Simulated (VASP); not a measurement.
# WC (I4/mmm) in VASP: a series of runs

WC is run at these levels: PBEsol; tasks: single point.

All numbers are computed with VASP 6.6.1; they aren't measurements. Logs are shortened: lines on timing, memory, paths and dates and some standing lists are left out, and cuts for length are marked.

## Step 1: The cell of the first run

The structure is tetragonal, space group I4/mmm (No. 139). Conventional cell: a = 2.841 Å, b = 2.841 Å, c = 5.224 Å, α = 90.00°, β = 90.00°, γ = 90.00°. W (site symmetry 4/mmm) has 6 C at 2.01 to 2.61 Å within 2.7 Å. C (site symmetry 4/mmm) has 6 W at 2.01 to 2.61 Å within 2.7 Å.

## Step 2: Single point, PBEsol

Input file INCAR:

```
ALGO = Normal
EDIFF = 1E-6
ENCUT = 520
GGA = PS
ISIF = 2
ISMEAR = 0
LASPH = T
LCHARG = F
LREAL = F
LWAVE = F
NBANDS = 16
NELM = 60
PREC = Accurate
SIGMA = 0.15
```

Input file KPOINTS:

```
k-points
0
Gamma
  20 20 20
```

Input file POSCAR:

```
WC
1.0
    0.0000000000      2.0090693590      2.6117901667
    2.0090693590      0.0000000000      2.6117901667
    2.0090693590      2.0090693590      0.0000000000
W C
1 1
Direct
    0.0000000000      0.0000000000      0.0000000000
    0.5000000000      0.5000000000      0.5000000000
```

Potentials or basis: VASP PAW PBE potentials, release 64 (W_sv, C).

Started as:

```
$ cat potpaw_PBE.64/W_sv/POTCAR potpaw_PBE.64/C/POTCAR > POTCAR
$ mpirun -np 1 vasp_std > vasp.out
```

OUTCAR:

```text
EDIFF = 1E-6
   ENCUT = 520
   GGA = PS
   ISIF = 2
   ISMEAR = 0
   LASPH = T
   LREAL = F
   NELM = 60
   PREC = Accurate

 ion  position               nearest neighbor table
   1  0.000  0.000  0.000-   2 2.01   2 2.01   2 2.01   2 2.01   2 2.61   2 2.61
   2  0.500  0.500  0.500-   1 2.01   1 2.01   1 2.01   1 2.01   1 2.61   1 2.61

  LATTYP: Found a body centered tetragonal cell.
 ALAT       =     2.8412531352
 C/A-ratio  =     1.8384776311

  Lattice vectors:

 A1 = (  -2.0090693590,   0.0000000000,   2.6117901667)
 A2 = (   2.0090693590,   0.0000000000,   2.6117901667)
 A3 = (   0.0000000000,   2.0090693590,  -2.6117901667)

Analysis of symmetry for initial positions (statically):
=====================================================================
 Subroutine PRICEL returns:
 Original cell was already a primitive cell.

 Routine SETGRP: Setting up the symmetry group for a
 body centered tetragonal supercell.

 Subroutine GETGRP returns: Found 16 space group operations
 (whereof 16 operations were pure point group operations)
 out of a pool of 16 trial point group operations.

The static configuration has the point symmetry D_4h.

Analysis of symmetry for dynamics (positions and initial velocities):
=====================================================================
 Subroutine PRICEL returns:
 Original cell was already a primitive cell.

 Routine SETGRP: Setting up the symmetry group for a
 body centered tetragonal supercell.

 Subroutine GETGRP returns: Found 16 space group operations
 (whereof 16 operations were pure point group operations)
 out of a pool of 16 trial point group operations.

The dynamic configuration has the point symmetry D_4h.

 Subroutine INISYM returns: Found 16 space group operations
 (whereof 16 operations are pure point group operations),
 and found     1 'primitive' translations

----------------------------------------------------------------------------------------

                                     Primitive cell

  volume of cell :      21.0842

  direct lattice vectors                    reciprocal lattice vectors
     0.000000000  2.009069359  2.611790167    -0.248871448  0.248871448  0.191439575
     2.009069359  0.000000000  2.611790167     0.248871448 -0.248871448  0.191439575
     2.009069359  2.009069359  0.000000000     0.248871448  0.248871448 -0.191439575

  length of vectors
     3.295118748  3.295118748  2.841253135     0.400653349  0.400653349  0.400653349

  position of ions in fractional coordinates (direct lattice)
     0.000000000  0.000000000  0.000000000
     0.500000000  0.500000000  0.500000000

  ion indices of the primitive-cell ions
   primitive index   ion index
                 1           1
                 2           2

----------------------------------------------------------------------------------------

 KPOINTS: k-points

Automatic generation of k-mesh.
 Grid dimensions read from file:
 generate k-points for:   20   20   20

 Generating k-lattice:

  Cartesian coordinates                     Fractional coordinates (reciprocal lattice)
    -0.012443572  0.012443572  0.009571979     0.050000000  0.000000000  0.000000000
     0.012443572 -0.012443572  0.009571979     0.000000000  0.050000000  0.000000000
     0.012443572  0.012443572 -0.009571979    -0.000000000 -0.000000000  0.050000000

  Length of vectors
     0.020032667  0.020032667  0.020032667

  Shift w.r.t. Gamma in fractional coordinates (k-lattice)
     0.000000000  0.000000000  0.000000000

 Subroutine IBZKPT returns following result:
 ===========================================

 Found    641 irreducible k-points:

 Following reciprocal coordinates:
            Coordinates               Weight
  0.000000  0.000000  0.000000      1.000000
  0.050000  0.000000  0.000000      8.000000
  0.100000  0.000000  0.000000      8.000000
  0.150000  0.000000  0.000000      8.000000
  0.200000  0.000000  0.000000      8.000000
  0.250000  0.000000  0.000000      8.000000
[... 16 lines left out ...]
 -0.400000  0.050000  0.000000      8.000000
 -0.350000  0.050000  0.000000      8.000000
 [... further k-points ...]
   k-points           NKPTS =    641   k-points in BZ     NKDIM =    641   number of bands    NBANDS=     16
   number of dos      NEDOS =    301   number of ions     NIONS =      2
   total plane-waves  NPLWV =  18816
   dimension x,y,z NGX =    28 NGY =   28 NGZ =   24
   dimension x,y,z NGXF=    56 NGYF=   56 NGZF=   48
   ions per type =               1   1
   NGX,Y,Z   is equivalent  to a cutoff of  14.13, 14.13, 14.04 a.u.
   NGXF,Y,Z  is equivalent  to a cutoff of  28.25, 28.25, 28.09 a.u.
 SYSTEM =  unknown system
   PREC   = accura    normal or accurate (medium, high low for compatibility)
   ISTART =      0    job   : 0-new  1-cont  2-samecut
   ICHARG =      2    charge: 1-file 2-atom 10-const
   ISPIN  =      1    spin polarized calculation?
   LNONCOLLINEAR =      F non collinear calculations
   LSORBIT =      F    spin-orbit coupling
   LASPH  =      T    aspherical Exc in radial PAW
   ENCUT  =  520.0 eV  38.22 Ry    6.18 a.u.   6.13  6.13  5.28*2*pi/ulx,y,z
   NELM   =     60;   NELMIN=  2; NELMDL= -5     # of ELM steps
   EDIFF  = 0.1E-05   stopping-criterion for ELM
   LREAL  =      F    real-space projection
   EDIFFG = 0.1E-04   stopping-criterion for IOM
   NSW    =      0    number of steps for IOM
   IBRION =     -1    ionic relax: 0-MD 1-quasi-New 2-CG
   NFREE  =      0    steps in history (QN), initial steepest desc. (CG)
   ISIF   =      2    stress and relaxation
   ISYM   =      2    0-nonsym 1-usesym 2-fastsym
   POTIM  = 0.5000    time-step for ionic-motion
   TEBEG  =    0.0;   TEEND  =   0.0 temperature during run
   PSTRESS=    0.0 pullay stress
   NELECT =      18.0000    total number of electrons
   NUPDOWN=      -1.0000    fix difference up-down
   EMIN   =  10.00;   EMAX   =-10.00  energy-range for DOS
   EFERMI =   0.00;   METHOD = LEGACY
   ISMEAR =     0;   SIGMA  =   0.15  broadening in eV -4-tet -1-fermi 0-gaus
   EFERMI_NEDOS =   21; number of points for ismear=-14 and -15
   IALGO  =     38    algorithm
   IMIX   =      4    mixing-type and parameters
     AMIX     =   0.40;   BMIX     =  1.00
     AMIX_MAG =   1.60;   BMIX_MAG =  1.00
  volume/ion in A,a.u.               =      10.54        71.14
  Fermi-wavevector in a.u.,A,eV,Ry     =   1.553029  2.934800 32.815887  2.411900
  Thomas-Fermi vector in A             =   2.657319
   LORBIT       =      0    0 simple, 1 ext, 2 COOP (PROOUT), +10 PAW based schemes
   GGA     = PS    functional components
   LHFCALC =     F    Hartree Fock is set to
   AEXX    =    0.0000 exact exchange contribution
   IVDW    =     0    specifies the selected vdW correction
   LEPSILON=     F    determine dielectric tensor
   LRPA    =     F    only Hartree local field effects (RPA)
 non-spin polarized calculation
 Gauss-broadening in eV      SIGMA  =   0.15
  energy-cutoff  :      520.00
  volume of cell :       21.08
 maximum number of plane-waves:       584
 NGX is ok and might be reduce to    28
   NGX = 13   NGY = 13   NGZ = 11

 number of electron      17.9999999 magnetization

 Free energy of the ion-electron system (eV)
  ---------------------------------------------------
  ext. energy  EPLUGINS =         0.00000000
  ---------------------------------------------------
  free energy    TOTEN  =       -21.75708944 eV

  energy without entropy =      -21.74499471  energy(sigma->0) =      -21.75104207

 E-fermi :  11.9685     XC(G=0): -13.7282

 val. band max:       11.9657865611   @ k =  -0.1500  -0.0000   0.0500
 cond. band min:      11.9693094150   @ k =   0.2500   0.1000   0.0000
 fundamental gap:      0.0035228539
 Fermi energy:        11.9684777169

 k-point     1 :       0.0000    0.0000    0.0000
  band No.  band energies     occupation
      1     -62.9604      2.00000
      2     -27.0862      2.00000
      3     -27.0023      2.00000
      4     -27.0023      2.00000
      5      -3.7613      2.00000
      6       7.3861      2.00000
[... 8 lines left out ...]
     15      22.6234      0.00000
     16      32.2195      0.00000

 k-point     2 :       0.0500    0.0000    0.0000
  band No.  band energies     occupation
      1     -62.9591      2.00000
      2     -27.0890      2.00000
      3     -27.0231      2.00000
      4     -27.0006      2.00000
      5      -3.6840      2.00000
      6       7.3649      2.00000
[... 8 lines left out ...]
     15      22.7910      0.00000
     16      31.2621      0.00000

 k-point     3 :       0.1000    0.0000    0.0000
  band No.  band energies     occupation
      1     -62.9554      2.00000
      2     -27.1042      2.00000
      3     -27.0760      2.00000
      4     -26.9955      2.00000
      5      -3.4558      2.00000
      6       7.2565      2.00000
[... 8 lines left out ...]
     15      23.2512      0.00000
     16      29.7179      0.00000

 k-point     4 :       0.1500    0.0000    0.0000
  band No.  band energies     occupation
      1     -62.9496      2.00000
      2     -27.1863      2.00000
      3     -27.0988      2.00000
      4     -26.9877      2.00000
      5      -3.0879      2.00000
      6       6.9885      2.00000
[... 8 lines left out ...]
     15      23.8515      0.00000
     16      28.3361      0.00000
[... 324 lines left out ...]
 k-point    22 :      -0.4500    0.0500    0.0000
  band No.  band energies     occupation
      1     -62.9081      2.00000
      2     -27.8300      2.00000
      3     -27.1685      2.00000
      4     -26.9305      2.00000
      5       1.3565      2.00000
      6       2.3011      2.00000
[... 8 lines left out ...]
     15      24.8208      0.00000
     16      26.6853      0.00000

 k-point    23 :      -0.4000    0.0500    0.0000
  band No.  band energies     occupation
      1     -62.9099      2.00000
      2     -27.8074      2.00000
      3     -27.1601      2.00000
      4     -26.9306      2.00000
      5       0.7187      2.00000
      6       2.9555      2.00000
[... 8 lines left out ...]
     15      24.4492      0.00000
     16      27.1856      0.00000

 k-point    24 :      -0.3500    0.0500    0.0000
  band No.  band energies     occupation
      1     -62.9140      2.00000
      2     -27.7488      2.00000
      3     -27.1488      2.00000
      4     -26.9344      2.00000
      5      -0.0418      2.00000
      6       3.7489      2.00000
[... 8 lines left out ...]
     15      24.6110      0.00000
     16      27.5319      0.00000

 [... further k-points ...]

------------------------ aborting loop because EDIFF is reached ----------------------------------------

  FORCE on cell =-STRESS in cart. coord.  units (eV):
  Direction    XX          YY          ZZ          XY          YZ          ZX
  --------------------------------------------------------------------------------------
  -------------------------------------------------------------------------------------
  Total        9.3270091      9.3270091     -3.8362120      0.0000000     -0.0000000     -0.0000000
  in kB      708.7528912    708.7528912   -291.5110658      0.0000000     -0.0000000     -0.0000000
  external PRESSURE =     375.3315722 kB  Pullay stress =       0.0000000 kB

 VOLUME and BASIS-vectors are now :
 -----------------------------------------------------------------------------
  energy-cutoff  :      520.00
  volume of cell :       21.08
      direct lattice vectors                 reciprocal lattice vectors
     0.000000000  2.009069359  2.611790167    -0.248871448  0.248871448  0.191439575
     2.009069359  0.000000000  2.611790167     0.248871448 -0.248871448  0.191439575
     2.009069359  2.009069359  0.000000000     0.248871448  0.248871448 -0.191439575

 POSITION                                       TOTAL-FORCE (eV/Angst)
 -----------------------------------------------------------------------------------
      0.00000      0.00000      0.00000         0.000000     -0.000000     -0.000000
      2.00907      2.00907      2.61179        -0.000000      0.000000      0.000000
 -----------------------------------------------------------------------------------
    total drift:                               -0.000000      0.000000      0.000000

  FREE ENERGIE OF THE ION-ELECTRON SYSTEM (eV)
  ---------------------------------------------------
  free  energy   TOTEN  =       -21.7570894364 eV

  energy  without entropy=      -21.7449947108  energy(sigma->0) =      -21.75104207
```

Run time: 85 s. Hardware: 1 thread of Intel Xeon 6975P-C (Granite Rapids), shared host; peak memory 0.33 GiB.

Results:

```
Free energy            : -21.7571 eV
Pressure               : 37.5 GPa
Band gap on the k mesh : zero (bands 9 and 10 overlap by 3.86 eV)
```

Levels at points of the mesh, in eV from the Fermi level:
```csv
k point,band 5,band 6,band 7,band 8,band 9,band 10,band 11,band 12,band 13,band 14
"(0.00, 0.00, 0.00)",-15.73,-4.58,-3.60,-1.55,-1.06,-1.06,-0.51,-0.51,0.65,9.58
"(0.50, 0.00, 0.00)",-10.54,-9.76,-7.20,-6.80,1.21,1.81,3.57,4.25,5.59,11.58
"(0.50, 0.50, 0.00)",-14.24,-6.65,-5.77,-1.15,-1.15,1.17,2.17,2.17,3.65,10.33
"(0.50, 0.00, 0.50)",-13.72,-5.25,-4.15,-2.61,-2.36,0.30,0.30,4.27,7.66,9.64
```

Caveat: the cell stands under pressure; the PAW data sets were made with another functional, which shifts forces and pressure a little; spin-orbit coupling is left out, which moves the levels of the heavy elements.

[end of part 1 of 2]
